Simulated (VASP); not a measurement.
# NaCl (R-3m) in VASP: a series of runs

The runs below take NaCl through single point, relaxation of cell and atoms, with PBE.

All numbers are computed with VASP 6.6.1; they aren't measurements. Logs are shortened: lines on timing, memory, paths and dates and some standing lists are left out, and cuts for length are marked.

### Step 1. The cell of the first run

The typed cell holds 2 atoms: a = 4.030 Å, b = 4.030 Å, c = 4.030 Å, α = 59.92°, β = 59.92°, γ = 59.92°.

### Step 2. Single point, PBE

INCAR

```
SYSTEM = NaCl
ALGO     = Normal         ! electronic algorithm
EDIFF    = 1E-6           ! SCF threshold, eV
ENCUT    = 520            ! plane-wave cutoff, eV
GGA      = PE             ! functional
ISIF     = 2              ! what is computed and relaxed
ISMEAR   = 0              ! smearing method
LASPH    = .TRUE.         ! aspherical terms in the spheres
LCHARG   = .FALSE.        ! write CHGCAR
LREAL    = .FALSE.        ! projectors in reciprocal space
LWAVE    = .FALSE.        ! write WAVECAR
NBANDS   = 14             ! bands
NELM     = 80             ! most SCF steps
PREC     = Accurate       ! precision mode
SIGMA    = 0.02           ! smearing width, eV
```

KPOINTS

```
k-points
0
G
  6 6 6
  0 0 0
```

POSCAR

```
NaCl
1.0
    2.0126945388      1.1620297338      3.2928303853
   -2.0126945388      1.1620297338      3.2928303853
    0.0000000000     -2.3240594675      3.2928303853
Na Cl
1 1
Direct
    0.0000000000      0.0000000000      0.0000000000
    0.5000000000      0.5000000000      0.5000000000
```

Potentials or basis: VASP PAW PBE potentials, release 64 (Na_pv, Cl).

Launch:

```bash
$ cat potpaw_PBE.64/Na_pv/POTCAR potpaw_PBE.64/Cl/POTCAR > POTCAR
$ mpirun -np 1 vasp_std > vasp.out
```

OUTCAR:

```text
SYSTEM = NaCl
   EDIFF = 1E-6
   ENCUT = 520
   GGA = PE
   ISIF = 2
   ISMEAR = 0
   LASPH = .TRUE.
   LREAL = .FALSE.
   NELM = 80
   PREC = Accurate

 ion  position               nearest neighbor table
   1  0.000  0.000  0.000-
   2  0.500  0.500  0.500-

  LATTYP: Found a trigonal (rhomboedric) cell.
 ALAT       =     4.0303826562
 COS(alpha) =     0.5012382162

  Lattice vectors:

 A1 = (   2.0126945388,   1.1620297338,   3.2928303853)
 A2 = (  -2.0126945388,   1.1620297338,   3.2928303853)
 A3 = (   0.0000000000,  -2.3240594675,   3.2928303853)

Analysis of symmetry for initial positions (statically):
=====================================================================
 Subroutine PRICEL returns:
 Original cell was already a primitive cell.

 Routine SETGRP: Setting up the symmetry group for a
 trigonal (rhombohedral) supercell.

 Subroutine GETGRP returns: Found 12 space group operations
 (whereof 12 operations were pure point group operations)
 out of a pool of 12 trial point group operations.

The static configuration has the point symmetry D_3d.

Analysis of symmetry for dynamics (positions and initial velocities):
=====================================================================
 Subroutine PRICEL returns:
 Original cell was already a primitive cell.

 Routine SETGRP: Setting up the symmetry group for a
 trigonal (rhombohedral) supercell.

 Subroutine GETGRP returns: Found 12 space group operations
 (whereof 12 operations were pure point group operations)
 out of a pool of 12 trial point group operations.

The dynamic configuration has the point symmetry D_3d.

 Subroutine INISYM returns: Found 12 space group operations
 (whereof 12 operations are pure point group operations),
 and found     1 'primitive' translations

----------------------------------------------------------------------------------------

                                     Primitive cell

  volume of cell :      46.2078

  direct lattice vectors                    reciprocal lattice vectors
     2.012694539  1.162029734  3.292830385     0.248423191  0.143427196  0.101230034
    -2.012694539  1.162029734  3.292830385    -0.248423191  0.143427196  0.101230034
     0.000000000 -2.324059468  3.292830385     0.000000000 -0.286854392  0.101230034

  length of vectors
     4.030382656  4.030382656  4.030382656     0.304192311  0.304192311  0.304192311

[... 84 lines left out ...]
   IBRION =     -1    ionic relax: 0-MD 1-quasi-New 2-CG
   NFREE  =      0    steps in history (QN), initial steepest desc. (CG)
   ISIF   =      2    stress and relaxation
   ISYM   =      2    0-nonsym 1-usesym 2-fastsym
   POTIM  = 0.5000    time-step for ionic-motion
   TEBEG  =    0.0;   TEEND  =   0.0 temperature during run
   PSTRESS=    0.0 pullay stress
   NELECT =      14.0000    total number of electrons
   NUPDOWN=      -1.0000    fix difference up-down
   EMIN   =  10.00;   EMAX   =-10.00  energy-range for DOS
   EFERMI =   0.00;   METHOD = LEGACY
   ISMEAR =     0;   SIGMA  =   0.02  broadening in eV -4-tet -1-fermi 0-gaus
   EFERMI_NEDOS =   21; number of points for ismear=-14 and -15
   IALGO  =     38    algorithm
   IMIX   =      4    mixing-type and parameters
     AMIX     =   0.40;   BMIX     =  1.00
     AMIX_MAG =   1.60;   BMIX_MAG =  1.00
  volume/ion in A,a.u.               =      23.10       155.91
  Fermi-wavevector in a.u.,A,eV,Ry     =   1.099543  2.077835 16.449377  1.208995
  Thomas-Fermi vector in A             =   2.235939
   LORBIT       =      0    0 simple, 1 ext, 2 COOP (PROOUT), +10 PAW based schemes
   GGA     = PE    functional components
   LHFCALC =     F    Hartree Fock is set to
   AEXX    =    0.0000 exact exchange contribution
   IVDW    =     0    specifies the selected vdW correction
   LEPSILON=     F    determine dielectric tensor
   LRPA    =     F    only Hartree local field effects (RPA)
 non-spin polarized calculation
 Gauss-broadening in eV      SIGMA  =   0.02
  energy-cutoff  :      520.00
  volume of cell :       46.21
 maximum number of plane-waves:      1260
 NGX is ok and might be reduce to    30
   NGX = 15   NGY = 15   NGZ = 15

 number of electron      13.9999992 magnetization

 Free energy of the ion-electron system (eV)
  ---------------------------------------------------
  ext. energy  EPLUGINS =         0.00000000
  ---------------------------------------------------
  free energy    TOTEN  =        -6.77785769 eV

  energy without entropy =       -6.77785769  energy(sigma->0) =       -6.77785769

 E-fermi :  -0.7386     XC(G=0):  -8.0398

 val. band max:       -0.8979183813   @ k =   0.0000   0.0000   0.0000
 cond. band min:       4.0941752203   @ k =   0.0000   0.0000   0.0000
 fundamental gap:      4.9920936017
 Fermi energy:        -0.7386266460

 k-point     1 :       0.0000    0.0000    0.0000
  band No.  band energies     occupation
      1     -21.7783      2.00000
      2     -21.7783      2.00000
      3     -21.7780      2.00000
      4     -13.4937      2.00000
      5      -0.9045      2.00000
      6      -0.8979      2.00000
      7      -0.8979      2.00000
      8       4.0942      0.00000
      9      10.1712      0.00000
     10      10.1964      0.00000
     11      10.1964      0.00000
     12      12.3104      0.00000
     13      12.3104      0.00000
     14      13.8668      0.00000
[... 377 lines left out ...]
      1     -21.7931      2.00000
      2     -21.7879      2.00000
      3     -21.7866      2.00000
      4     -13.1292      2.00000
      5      -2.2642      2.00000
      6      -1.7640      2.00000
      7      -1.5786      2.00000
      8       7.3730      0.00000
      9       7.9702      0.00000
     10       9.4676      0.00000
     11      11.0021      0.00000
     12      14.0460      0.00000
     13      15.1180      0.00000
     14      15.2534      0.00000

 [... further k-points ...]
[... 5 lines left out ...]
  --------------------------------------------------------------------------------------
  -------------------------------------------------------------------------------------
  Total       -0.0044705     -0.0044705     -0.0175313     -0.0000000     -0.0000000      0.0000000
  in kB       -0.1550063     -0.1550063     -0.6078666     -0.0000000     -0.0000000      0.0000000
  external PRESSURE =      -0.3059598 kB  Pullay stress =       0.0000000 kB

 VOLUME and BASIS-vectors are now :
 -----------------------------------------------------------------------------
  energy-cutoff  :      520.00
  volume of cell :       46.21
      direct lattice vectors                 reciprocal lattice vectors
     2.012694539  1.162029734  3.292830385     0.248423191  0.143427196  0.101230034
    -2.012694539  1.162029734  3.292830385    -0.248423191  0.143427196  0.101230034
     0.000000000 -2.324059468  3.292830385     0.000000000 -0.286854392  0.101230034

 POSITION                                       TOTAL-FORCE (eV/Angst)
 -----------------------------------------------------------------------------------
      0.00000      0.00000      0.00000         0.000000     -0.000000      0.000000
      0.00000      0.00000      4.93925         0.000000      0.000000     -0.000000
 -----------------------------------------------------------------------------------
    total drift:                                0.000000      0.000000      0.000000

  FREE ENERGIE OF THE ION-ELECTRON SYSTEM (eV)
  ---------------------------------------------------
  free  energy   TOTEN  =        -6.7778576937 eV

  energy  without entropy=       -6.7778576937  energy(sigma->0) =       -6.77785769
```

OSZICAR:

```text
N       E                     dE             d eps       ncg     rms          rms(c)
DAV:   1     0.101949928852E+03    0.10195E+03   -0.71285E+03   910   0.100E+03
DAV:   2     0.176329586289E+01   -0.10019E+03   -0.92371E+02   956   0.269E+02
DAV:   3    -0.683726358437E+01   -0.86006E+01   -0.85473E+01  1160   0.736E+01
DAV:   4    -0.697886942040E+01   -0.14161E+00   -0.14154E+00  1052   0.102E+01
DAV:   5    -0.698201484191E+01   -0.31454E-02   -0.31451E-02  1144   0.154E+00    0.214E+00
DAV:   6    -0.678361476538E+01    0.19840E+00   -0.33567E-01  1124   0.328E+00    0.159E+00
DAV:   7    -0.677191127777E+01    0.11703E-01   -0.83245E-02  1220   0.162E+00    0.109E+00
DAV:   8    -0.677785303824E+01   -0.59418E-02   -0.10466E-02   986   0.860E-01    0.298E-01
DAV:   9    -0.677773579580E+01    0.11724E-03   -0.22905E-04  1166   0.113E-01    0.170E-01
DAV:  10    -0.677787144731E+01   -0.13565E-03   -0.38487E-04  1040   0.143E-01    0.775E-02
DAV:  11    -0.677785793390E+01    0.13513E-04   -0.23266E-05  1154   0.416E-02    0.189E-02
DAV:  12    -0.677785769371E+01    0.24019E-06   -0.29893E-06  1016   0.147E-02
   1 F= -.67778577E+01 E0= -.67778577E+01  d E =-.295619E-31
```

stdout:

```text
POSCAR found type information on POSCAR NaCl
 POSCAR found :  2 types and       2 ions
 scaLAPACK will be used
 LDA part: xc-table for (Slater+PW92), standard interpolation
 POSCAR, INCAR and KPOINTS ok, starting setup
 FFT: planning ... GRIDC
 FFT: planning ... GRID_SOFT
 FFT: planning ... GRID
 WAVECAR not read
 entering main loop
```

It took 36 s on 1 thread of Intel Xeon 8259CL, shared host; peak memory 0.17 GiB.

Results:

```yaml
Free_energy: -6.7779 eV
Pressure: 0.0 GPa
Band_gap_on_the_k_mesh: 4.99 eV
```

### Step 3. Relaxation of cell and atoms, PBE

INCAR

```
PREC     = Accurate       # precision mode
ENCUT    = 600            # plane-wave cutoff, eV
EDIFF    = 1E-6           # SCF threshold, eV
ISMEAR   = 0              # smearing method
SIGMA    = 0.02           # smearing width, eV
LREAL    = False          # projectors in reciprocal space
LASPH    = True           # aspherical terms in the spheres
NELM     = 100            # most SCF steps
ALGO     = Normal         # electronic algorithm
ISIF     = 3              # what is computed and relaxed
LWAVE    = False          # write WAVECAR
LCHARG   = False          # write CHGCAR
GGA      = PE             # functional
IBRION   = 2              # ionic algorithm
NSW      = 100            # ionic steps
EDIFFG   = -0.01          # ionic threshold
```

KPOINTS

```
regular mesh
0
Gamma
  6 6 6
```

POSCAR is that of step 2.

Potentials or basis: VASP PAW PBE potentials, release 64 (Na_pv, Cl).

Launch:

```bash
$ cat potpaw_PBE.64/Na_pv/POTCAR potpaw_PBE.64/Cl/POTCAR > POTCAR
$ mpirun -np 1 vasp_std > vasp.out
```

Run time: 22 s. Hardware: 1 thread of Intel Xeon 8259CL, shared host; peak memory 0.17 GiB.

Results (log left out):

```yaml
Free_energy: -6.7782 eV
Pressure_after_relaxing: 0.0 GPa
Band_gap_on_the_k_mesh: 4.99 eV
```

Final structure:
```
CELL_PARAMETERS angstrom
2.01269 1.16203 3.29283
-2.01269 1.16203 3.29283
0.00000 -2.32406 3.29283
ATOMIC_POSITIONS crystal
Na 0.00000 0.00000 0.00000
Cl 0.50000 0.50000 0.50000
```

Levels at points of the mesh, in eV from the valence-band top:
| k point | band 3 | band 4 | band 5 | band 6 | band 7 | band 8 | band 9 | band 10 | band 11 |
| --- | --- | --- | --- | --- | --- | --- | --- | --- | --- |
| (0.00, 0.00, 0.00) | -20.88 | -12.60 | -0.01 | 0.00 | 0.00 | 4.99 | 11.07 | 11.09 | 11.09 |
| (0.50, 0.00, 0.00) | -20.88 | -12.29 | -1.84 | -0.25 | -0.25 | 7.22 | 10.38 | 10.89 | 10.90 |
| (0.50, 0.50, 0.00) | -20.89 | -12.24 | -1.58 | -0.57 | -0.57 | 7.45 | 8.10 | 11.11 | 14.50 |
| (0.50, 0.50, 0.50) | -20.88 | -12.29 | -1.84 | -0.25 | -0.25 | 7.22 | 10.37 | 10.91 | 10.91 |
